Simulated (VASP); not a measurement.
Mg:

```
CELL_PARAMETERS angstrom
-1.47650 1.47650 1.47650
1.47650 -1.47650 1.47650
1.47650 1.47650 -1.47650
ATOMIC_POSITIONS crystal
Mg 0.00000 0.00000 0.00000
```

| Quantity | Value |
| --- | --- |
| Program | VASP 6.6.1 |
| Task | relaxation of cell and atoms |
| Functional | LDA |
| Potentials or basis | VASP PAW LDA potentials, release 64 (Mg) |
| Cutoff | 600 eV |
| k mesh | 8 × 8 × 8 |
| Occupations | gaussian, width 0.05 eV |
| Spin | no spin polarisation |

At the start: pressure 55.7 GPa; volume 12.88 Å³/atom.

Task: Where does the relaxation end?

Result: Over 4 steps the energy falls by 962.6 meV/atom and the volume is 21.36 Å³/atom (+65.9 %); space group Im-3m (No. 229, to 0.05 Å).

Step by step:
```tsv
step	energy change (eV)	largest force (eV/Å)	pressure (GPa)	volume (Å³)
1	0.0000	0.0000	55.75	12.88
2	-0.9453	0.0000	-2.84	23.16
3	-0.9612	0.0000	0.95	20.83
4	-0.9626	0.0000	-0.06	21.36
```

Final structure:
```
CELL_PARAMETERS angstrom
-1.74783 1.74783 1.74783
1.74783 -1.74783 1.74783
1.74783 1.74783 -1.74783
ATOMIC_POSITIONS crystal
Mg 0.00000 0.00000 0.00000
```

Caveat: the k points lie up to 0.32 Å⁻¹ apart in the final cell; the volume moved by over 15 % at a fixed basis, so the end points are rough; the volume moved by +66 % from the deposited cell, more than functionals usually miss.
